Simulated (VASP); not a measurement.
A run of VASP 6.6.1 is set up as follows.

Contents of INCAR:

```
SYSTEM = TiSi2
PREC     = Accurate       ! precision mode
ENCUT    = 520            ! plane-wave cutoff, eV
EDIFF    = 1E-6           ! SCF threshold, eV
ISMEAR   = -1             ! smearing method
SIGMA    = 0.17           ! smearing width, eV
LREAL    = Auto         
LASPH    = .TRUE.         ! aspherical terms in the spheres
NELM     = 100            ! most SCF steps
ALGO     = Normal         ! electronic algorithm
ISIF     = 2              ! what is computed and relaxed
LWAVE    = .FALSE.        ! write WAVECAR
LCHARG   = .TRUE.         ! write CHGCAR
GGA      = PS             ! functional
LELF     = .TRUE.         ! ELF
LVHAR    = .TRUE.       
NBANDS   = 98             ! bands
```

KPOINTS

```
Automatic mesh
0
G
  3 2 2
  0 0 0
```

Contents of POSCAR:

```
TiSi2
1.0
    4.8921870000      0.0000000000      0.0000000000
    0.0000000000      8.4300320000      0.0000000000
    0.0000000000      0.0000000000      8.7276810000
Ti Si
8 16
Direct
    0.5393089021      0.4982780611      0.5254087541
    0.7823086076      0.7335796590      0.7563292013
    0.0225257129      0.0046619040      0.5217308011
    0.3206745776      0.2067133316      0.7891557906
    0.0509792451      0.4908166422      0.0293090456
    0.2996410399      0.7388702676      0.2533433566
    0.5604650844      0.0006642917      0.0005728899
    0.7823086076      0.2425139074      0.2671843758
    0.4950342250      0.8142673717      0.5141457393
    0.5072986785      0.1700705288      0.5263024622
    0.2360702892      0.0700234590      0.2329943086
    0.2632769352      0.4122167033      0.2983037533
    0.0448470183      0.3291327957      0.5404528419
    0.0249172814      0.6659168079      0.5086459966
    0.7234596715      0.5496894911      0.2693155261
    0.8198787168      0.8770429341      0.2732570084
    0.0347492849      0.8675767779      0.0078027600
    0.0081967431      0.1768557937      0.0128900220
    0.8281367822      0.0792049188      0.7657589685
    0.7687359457      0.4137943960      0.7993532303
    0.5368560114      0.3393700048      0.0300308868
    0.5842785650      0.6654423139      0.0063934509
    0.2524228939      0.5645292924      0.7691390187
    0.2967588933      0.8892730182      0.7694712948
```

Potentials or basis: VASP PAW PBE potentials, release 64 (Ti_sv, Si).

The run is started by

```sh
$ cat potpaw_PBE.64/Ti_sv/POTCAR potpaw_PBE.64/Si/POTCAR > POTCAR
$ mpirun -np 1 vasp_std > vasp.out
```

Q: Estimate the pressure.

A: -6.9 GPa.

Q: What does it give for the band gap on the k mesh?

A: Zero (band 80 reaches 9.60 eV, above the bottom of band 81 at 8.86 eV).

Forces on the atoms (eV/Å):
```
Ti   0.028 -0.613  0.981
Ti   0.389  0.912  0.203
Ti   1.079 -0.859 -0.936
Ti  -0.587  2.221 -0.997
Ti  -0.240  0.424  0.436
Ti  -0.353  0.178  0.375
Ti  -1.048 -0.465  1.420
Ti   0.057 -0.535  1.030
Si   0.787  0.772  0.155
Si   0.958 -0.657 -0.924
Si   1.039  0.060  1.265
Si  -0.369 -0.330 -1.002
Si  -0.560 -0.048  0.079
Si  -0.105 -0.389 -0.315
Si   1.511  0.913 -0.812
Si  -1.178  0.283 -0.332
Si   0.453 -1.221  0.247
Si   0.211 -0.051  0.147
Si  -1.129 -0.048  0.095
Si  -0.001 -0.192 -1.487
Si  -0.456 -0.543  0.372
Si  -1.168 -0.135  0.760
Si   0.705  0.324 -0.249
Si  -0.024 -0.001 -0.511
```

Caveat: the k points lie up to 0.43 Å⁻¹ apart; the PAW data sets were made with another functional, which shifts forces and pressure a little.
